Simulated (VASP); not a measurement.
# TaN (P6_3mc) in VASP: a series of runs

Runs on TaN. Level: PBEsol. Tasks: electric field gradients.

Everything below comes from runs of VASP 6.6.1. Logs are shortened: lines on timing, memory, paths and dates and some standing lists are left out, and cuts for length are marked.

**1. The cell of the first run**

Symmetry: P6_3mc, No. 186, hexagonal system. Conventional cell: a = 3.050 Å, b = 3.050 Å, c = 5.039 Å, α = 90.00°, β = 90.00°, γ = 120.00°. Ta (site symmetry 3m) has 4 N at 1.85 to 1.94 Å within 2.5 Å. Within 2.5 Å of N (site symmetry 3m) lie 4 Ta at 1.85 to 1.94 Å.

**2. Electric field gradients, PBEsol (zz strain of +2 %)**

File INCAR:

```
PREC = Accurate ; ENCUT = 520
EDIFF = 1E-8 ; ISMEAR = -1
SIGMA = 0.01 ; LREAL = F
LASPH = T ; NELM = 120
ALGO = Normal ; ISIF = 2
LWAVE = F ; LCHARG = F
GGA = PS ; LEFG = T
NBANDS = 24 ; GGA_COMPAT = F
```

File KPOINTS:

```
Automatic mesh
0
Gamma
  9 9 5
```

File POSCAR:

```
TaN
1.0
    3.0500010905      0.0000000000      0.0000000000
   -1.5250005453      2.6413784260      0.0000000000
    0.0000000000      0.0000000000      5.0388000000
Ta N
2 2
Direct
    0.3333333333      0.6666666667      0.0000000000
    0.6666666667      0.3333333333      0.5000000000
    0.3333333333      0.6666666667      0.3850000000
    0.6666666667      0.3333333333      0.8850000000
```

Potentials or basis: VASP PAW PBE potentials, release 64 (Ta_pv, N).

Command:

```sh
> cat potpaw_PBE.64/Ta_pv/POTCAR potpaw_PBE.64/N/POTCAR > POTCAR
> mpirun -np 1 vasp_std > vasp.out
```

OUTCAR:

```text
PREC = Accurate
   ENCUT = 520
   EDIFF = 1E-8
   ISMEAR = -1
   LREAL = F
   LASPH = T
   NELM = 120
   ISIF = 2
   GGA = PS

 ion  position               nearest neighbor table
   1  0.333  0.667  0.000-   4 1.85   4 1.85   4 1.85   3 1.94   2 3.07   2 3.07   2 3.07   2 3.07
                             2 3.07   2 3.07
   2  0.667  0.333  0.500-   3 1.85   3 1.85   3 1.85   4 1.94   1 3.07   1 3.07   1 3.07   1 3.07
                             1 3.07   1 3.07
   3  0.333  0.667  0.385-   2 1.85   2 1.85   2 1.85   1 1.94
   4  0.667  0.333  0.885-   1 1.85   1 1.85   1 1.85   2 1.94

  LATTYP: Found a hexagonal cell.
 ALAT       =     3.0500010905
 C/A-ratio  =     1.6520649831

  Lattice vectors:

 A1 = (   3.0500010905,   0.0000000000,   0.0000000000)
 A2 = (  -1.5250005453,   2.6413784260,   0.0000000000)
 A3 = (   0.0000000000,   0.0000000000,   5.0388000000)

Analysis of symmetry for initial positions (statically):
=====================================================================
 Subroutine PRICEL returns:
 Original cell was already a primitive cell.

 Routine SETGRP: Setting up the symmetry group for a
 hexagonal supercell.

 Subroutine GETGRP returns: Found 12 space group operations
 (whereof  6 operations were pure point group operations)
 out of a pool of 24 trial point group operations.

The static configuration has the point symmetry C_3v.
 The point group associated with its full space group is C_6v.

Analysis of symmetry for dynamics (positions and initial velocities):
=====================================================================
 Subroutine PRICEL returns:
 Original cell was already a primitive cell.

 Routine SETGRP: Setting up the symmetry group for a
 hexagonal supercell.

 Subroutine GETGRP returns: Found 12 space group operations
 (whereof  6 operations were pure point group operations)
 out of a pool of 24 trial point group operations.

The dynamic configuration has the point symmetry C_3v.
 The point group associated with its full space group is C_6v.

 Subroutine INISYM returns: Found 12 space group operations
 (whereof  6 operations are pure point group operations),
 and found     1 'primitive' translations

----------------------------------------------------------------------------------------

                                     Primitive cell

  volume of cell :      40.5936

  direct lattice vectors                    reciprocal lattice vectors
     3.050001090  0.000000000  0.000000000     0.327868735  0.189295103  0.000000000
    -1.525000545  2.641378426  0.000000000     0.000000000  0.378590205  0.000000000
     0.000000000  0.000000000  5.038800000     0.000000000  0.000000000  0.198459951

  length of vectors
     3.050001090  3.050001091  5.038800000     0.378590205  0.378590205  0.198459951

  position of ions in fractional coordinates (direct lattice)
     0.333333333  0.666666667  0.000000000
     0.666666667  0.333333333  0.500000000
     0.333333333  0.666666667  0.385000000
     0.666666667  0.333333333  0.885000000

  ion indices of the primitive-cell ions
   primitive index   ion index
                 1           1
                 2           2
                 3           3
                 4           4

----------------------------------------------------------------------------------------

 KPOINTS: Automatic mesh

Automatic generation of k-mesh.
 Grid dimensions read from file:
 generate k-points for:    9    9    5

 Generating k-lattice:

  Cartesian coordinates                     Fractional coordinates (reciprocal lattice)
     0.036429859  0.021032789  0.000000000     0.111111111  0.000000000  0.000000000
     0.000000000  0.042065578  0.000000000     0.000000000  0.111111111  0.000000000
[... 39 lines left out ...]
 [... further k-points ...]
   k-points           NKPTS =     36   k-points in BZ     NKDIM =     36   number of bands    NBANDS=     24
   number of dos      NEDOS =    301   number of ions     NIONS =      4
   total plane-waves  NPLWV =  23040
   dimension x,y,z NGX =    24 NGY =   24 NGZ =   40
   dimension x,y,z NGXF=    48 NGYF=   48 NGZF=   80
   ions per type =               2   2
   NGX,Y,Z   is equivalent  to a cutoff of  13.08, 13.08, 13.20 a.u.
   NGXF,Y,Z  is equivalent  to a cutoff of  26.16, 26.16, 26.39 a.u.
 SYSTEM =  unknown system
   PREC   = accura    normal or accurate (medium, high low for compatibility)
   ISTART =      0    job   : 0-new  1-cont  2-samecut
   ICHARG =      2    charge: 1-file 2-atom 10-const
   ISPIN  =      1    spin polarized calculation?
   LNONCOLLINEAR =      F non collinear calculations
   LSORBIT =      F    spin-orbit coupling
   LASPH  =      T    aspherical Exc in radial PAW
   ENCUT  =  520.0 eV  38.22 Ry    6.18 a.u.   5.67  5.67  9.37*2*pi/ulx,y,z
   NELM   =    120;   NELMIN=  2; NELMDL= -5     # of ELM steps
   EDIFF  = 0.1E-07   stopping-criterion for ELM
   LREAL  =      F    real-space projection
   EDIFFG = 0.1E-06   stopping-criterion for IOM
   NSW    =      0    number of steps for IOM
   IBRION =     -1    ionic relax: 0-MD 1-quasi-New 2-CG
   NFREE  =      0    steps in history (QN), initial steepest desc. (CG)
   ISIF   =      2    stress and relaxation
   ISYM   =      2    0-nonsym 1-usesym 2-fastsym
   POTIM  = 0.5000    time-step for ionic-motion
   TEBEG  =    0.0;   TEEND  =   0.0 temperature during run
   PSTRESS=    0.0 pullay stress
   NELECT =      32.0000    total number of electrons
   NUPDOWN=      -1.0000    fix difference up-down
   EMIN   =  10.00;   EMAX   =-10.00  energy-range for DOS
   EFERMI =   0.00;   METHOD = LEGACY
   ISMEAR =    -1;   SIGMA  =   0.01  broadening in eV -4-tet -1-fermi 0-gaus
   EFERMI_NEDOS =   21; number of points for ismear=-14 and -15
   IALGO  =     38    algorithm
   IMIX   =      4    mixing-type and parameters
     AMIX     =   0.40;   BMIX     =  1.00
     AMIX_MAG =   1.60;   BMIX_MAG =  1.00
  volume/ion in A,a.u.               =      10.15        68.48
  Fermi-wavevector in a.u.,A,eV,Ry     =   1.512303  2.857839 31.117359  2.287061
  Thomas-Fermi vector in A             =   2.622246
   LORBIT       =      0    0 simple, 1 ext, 2 COOP (PROOUT), +10 PAW based schemes
   GGA     = PS    functional components
   LHFCALC =     F    Hartree Fock is set to
   AEXX    =    0.0000 exact exchange contribution
   IVDW    =     0    specifies the selected vdW correction
   LEPSILON=     F    determine dielectric tensor
   LRPA    =     F    only Hartree local field effects (RPA)
 non-spin polarized calculation
  energy-cutoff  :      520.00
  volume of cell :       40.59
 maximum number of plane-waves:      1108
 NGX is ok and might be reduce to    24
   NGX = 11   NGY = 11   NGZ = 19

 number of electron      32.0000001 magnetization

 Free energy of the ion-electron system (eV)
  ---------------------------------------------------
  ext. energy  EPLUGINS =         0.00000000
  ---------------------------------------------------
  free energy    TOTEN  =       -41.32920675 eV

  energy without entropy =      -41.32806480  energy(sigma->0) =      -41.32863578

 E-fermi :   9.4050     XC(G=0): -13.5875

 val. band max:        9.4027911670   @ k =   0.3333  -0.0000   0.2000
 cond. band min:       9.4163240323   @ k =   0.1111   0.1111   0.4000
 fundamental gap:      0.0135328653
 Fermi energy:         9.4049896800

 k-point     1 :       0.0000    0.0000    0.0000
  band No.  band energies     occupation
      1     -26.5780      2.00000
      2     -25.5913      2.00000
      3     -25.5913      2.00000
      4     -25.4291      2.00000
      5     -25.4291      2.00000
      6     -25.3594      2.00000
[... 637 lines left out ...]
     23      16.9617      0.00000
     24      16.9617      0.00000

 [... further k-points ...]
[... 5 lines left out ...]
  --------------------------------------------------------------------------------------
  -------------------------------------------------------------------------------------
  Total       32.4184707     32.4184707     24.0516151     -0.0000000      0.0000000      0.0000000
  in kB     1279.5149503   1279.5149504    949.2860225     -0.0000000      0.0000000      0.0000000
  external PRESSURE =    1169.4386411 kB  Pullay stress =       0.0000000 kB

 VOLUME and BASIS-vectors are now :
 -----------------------------------------------------------------------------
  energy-cutoff  :      520.00
  volume of cell :       40.59
      direct lattice vectors                 reciprocal lattice vectors
     3.050001090  0.000000000  0.000000000     0.327868735  0.189295103  0.000000000
    -1.525000545  2.641378426  0.000000000     0.000000000  0.378590205  0.000000000
     0.000000000  0.000000000  5.038800000     0.000000000  0.000000000  0.198459951

 POSITION                                       TOTAL-FORCE (eV/Angst)
 -----------------------------------------------------------------------------------
     -0.00000      1.76092      0.00000        -0.000000      0.000000      3.270775
      1.52500      0.88046      2.51940         0.000000      0.000000      3.270775
     -0.00000      1.76092      1.93994        -0.000000     -0.000000     -3.270775
      1.52500      0.88046      4.45934         0.000000      0.000000     -3.270775
 -----------------------------------------------------------------------------------
    total drift:                                0.000000      0.000000     -0.000148

  FREE ENERGIE OF THE ION-ELECTRON SYSTEM (eV)
  ---------------------------------------------------
  free  energy   TOTEN  =       -41.3292067513 eV

  energy  without entropy=      -41.3280647995  energy(sigma->0) =      -41.32863578

 Electric field gradients (V/A^2)
---------------------------------------------------------------------
 ion       V_xx      V_yy      V_zz      V_xy      V_xz      V_yz
---------------------------------------------------------------------
   1     -72.048   -72.049   144.097    -0.000    -0.000     0.000
   2     -72.048   -72.049   144.097    -0.000     0.000    -0.000
   3      -5.146    -5.146    10.292     0.001     0.000    -0.000
   4      -5.146    -5.146    10.292     0.001    -0.000     0.000
---------------------------------------------------------------------

 Electric field gradients after diagonalization (V/A^2)
 (convention: |V_zz| > |V_xx| > |V_yy|)
----------------------------------------------------------------------
 ion       V_xx      V_yy      V_zz     asymmetry (V_yy - V_xx)/ V_zz
----------------------------------------------------------------------
   1     -72.049   -72.048   144.097       0.000
   2     -72.049   -72.048   144.097       0.000
   3      -5.147    -5.145    10.292       0.000
   4      -5.147    -5.145    10.292       0.000
----------------------------------------------------------------------

           NMR quadrupolar parameters

 Cq : quadrupolar parameter    Cq=e*Q*V_zz/h
 eta: asymmetry parameters     (V_yy - V_xx)/ V_zz
 Q  : nuclear electric quadrupole moment in mb (millibarn)
----------------------------------------------------------------------
 ion       Cq(MHz)       eta       Q (mb)
----------------------------------------------------------------------
   1       0.348       0.000       1.000
   2       0.348       0.000       1.000
   3       0.025       0.000       1.000
   4       0.025       0.000       1.000
----------------------------------------------------------------------
```

Run time: 15 s. Hardware: 1 thread of Intel Xeon 6975P-C (Granite Rapids), shared host; peak memory 0.17 GiB.

Results:

- Free energy: -41.3292 eV
- Pressure: 116.9 GPa
- Largest force: 3.271 eV/Å
- Band gap on the k mesh: zero (band 16 reaches 9.96 eV, above the bottom of band 17 at 7.73 eV)

Forces in eV/Å, atoms in the order of the input:
```
Ta   0.000  0.000  3.271
Ta   0.000  0.000  3.271
N    0.000  0.000 -3.271
N    0.000  0.000 -3.271
```

Stress tensor (GPa, compression positive):
```
127.95   0.00   0.00
  0.00 127.95   0.00
  0.00   0.00  94.93
```

Electric field gradients, principal values (V/Å²):
```
atom    least   middle  greatest (by size)
1 Ta  -72.048  -72.049             144.097
2 Ta  -72.048  -72.049             144.097
 3 N   -5.145   -5.147              10.292
 4 N   -5.145   -5.147              10.292
```

Caveat: the cell differs from its parent crystal (zz strain of +2 %); without QUAD_EFG the Cq values of the log hold for a quadrupole moment of 1 mb, not for the nuclei; the PAW data sets were made with another functional, which shifts forces and pressure a little; spin-orbit coupling is left out, which moves the levels of the heavy elements.

**3. Electric field gradients, PBEsol (zz strain of +2 %)**

File INCAR:

```
SYSTEM = TaN
PREC = Accurate
ENCUT = 520
EDIFF = 1E-8
ISMEAR = -1
SIGMA = 0.01
LREAL = .False.
LASPH = .True.
NELM = 120
ALGO = Normal
ISIF = 2
LWAVE = .False.
LCHARG = .False.
GGA = PS
LEFG = .True.
NBANDS = 24
GGA_COMPAT = .False.
```

File KPOINTS:

```
Automatic mesh
0
Gamma
  9 9 5
  0 0 0
```

POSCAR is that of step 2.

Potentials or basis: VASP PAW PBE potentials, release 64 (Ta_pv, N).

Command:

```sh
> cat potpaw_PBE.64/Ta_pv/POTCAR potpaw_PBE.64/N/POTCAR > POTCAR
> mpirun -np 1 vasp_std > vasp.out
```

OUTCAR:

```text
SYSTEM = TaN
   PREC = Accurate
   ENCUT = 520
   EDIFF = 1E-8
   ISMEAR = -1
   LREAL = .False.
   LASPH = .True.
   NELM = 120
   ISIF = 2
   GGA = PS

 ion  position               nearest neighbor table
   1  0.333  0.667  0.000-   4 1.85   4 1.85   4 1.85   3 1.94   2 3.07   2 3.07   2 3.07   2 3.07
                             2 3.07   2 3.07
   2  0.667  0.333  0.500-   3 1.85   3 1.85   3 1.85   4 1.94   1 3.07   1 3.07   1 3.07   1 3.07
                             1 3.07   1 3.07
   3  0.333  0.667  0.385-   2 1.85   2 1.85   2 1.85   1 1.94
   4  0.667  0.333  0.885-   1 1.85   1 1.85   1 1.85   2 1.94

  LATTYP: Found a hexagonal cell.
 ALAT       =     3.0500010905
 C/A-ratio  =     1.6520649831

  Lattice vectors:

 A1 = (   3.0500010905,   0.0000000000,   0.0000000000)
 A2 = (  -1.5250005453,   2.6413784260,   0.0000000000)
 A3 = (   0.0000000000,   0.0000000000,   5.0388000000)

Analysis of symmetry for initial positions (statically):
=====================================================================
 Subroutine PRICEL returns:
[... 856 lines left out ...]
      1.52500      0.88046      2.51940         0.000000      0.000000      3.270775
     -0.00000      1.76092      1.93994        -0.000000     -0.000000     -3.270775
      1.52500      0.88046      4.45934         0.000000      0.000000     -3.270775
 -----------------------------------------------------------------------------------
    total drift:                                0.000000      0.000000     -0.000148

  FREE ENERGIE OF THE ION-ELECTRON SYSTEM (eV)
  ---------------------------------------------------
  free  energy   TOTEN  =       -41.3292067513 eV

  energy  without entropy=      -41.3280647995  energy(sigma->0) =      -41.32863578

 Electric field gradients (V/A^2)
---------------------------------------------------------------------
 ion       V_xx      V_yy      V_zz      V_xy      V_xz      V_yz
---------------------------------------------------------------------
   1     -72.048   -72.049   144.097    -0.000    -0.000     0.000
   2     -72.048   -72.049   144.097    -0.000     0.000    -0.000
   3      -5.146    -5.146    10.292     0.001     0.000    -0.000
   4      -5.146    -5.146    10.292     0.001    -0.000     0.000
---------------------------------------------------------------------

 Electric field gradients after diagonalization (V/A^2)
 (convention: |V_zz| > |V_xx| > |V_yy|)
----------------------------------------------------------------------
 ion       V_xx      V_yy      V_zz     asymmetry (V_yy - V_xx)/ V_zz
----------------------------------------------------------------------
   1     -72.049   -72.048   144.097       0.000
   2     -72.049   -72.048   144.097       0.000
   3      -5.147    -5.145    10.292       0.000
   4      -5.147    -5.145    10.292       0.000
----------------------------------------------------------------------

           NMR quadrupolar parameters

 Cq : quadrupolar parameter    Cq=e*Q*V_zz/h
 eta: asymmetry parameters     (V_yy - V_xx)/ V_zz
 Q  : nuclear electric quadrupole moment in mb (millibarn)
----------------------------------------------------------------------
 ion       Cq(MHz)       eta       Q (mb)
----------------------------------------------------------------------
   1       0.348       0.000       1.000
   2       0.348       0.000       1.000
   3       0.025       0.000       1.000
   4       0.025       0.000       1.000
----------------------------------------------------------------------
```

Run time: 14 s. Hardware: 1 thread of Intel Xeon 6975P-C (Granite Rapids), shared host; peak memory 0.17 GiB.

What came out:

| Property | Result |
| --- | --- |
| Free energy | -41.3292 eV |
| Pressure | 116.9 GPa |
| Largest force | 3.271 eV/Å |
| Band gap on the k mesh | zero (band 16 reaches 9.96 eV, above the bottom of band 17 at 7.73 eV) |

Forces in eV/Å, atoms in the order of the input:
```
Ta   0.000  0.000  3.271
Ta   0.000  0.000  3.271
N    0.000  0.000 -3.271
N    0.000  0.000 -3.271
```

Electric field gradients, principal values (V/Å²):
```tsv
atom	least	middle	greatest (by size)
1 Ta	-72.048	-72.049	144.097
2 Ta	-72.048	-72.049	144.097
3 N	-5.145	-5.147	10.292
4 N	-5.145	-5.147	10.292
```

Caveat: the cell differs from its parent crystal (zz strain of +2 %); without QUAD_EFG the Cq values of the log hold for a quadrupole moment of 1 mb, not for the nuclei; the PAW data sets were made with another functional, which shifts forces and pressure a little; spin-orbit coupling is left out, which moves the levels of the heavy elements.

(Part 1 of 2 ends here.)
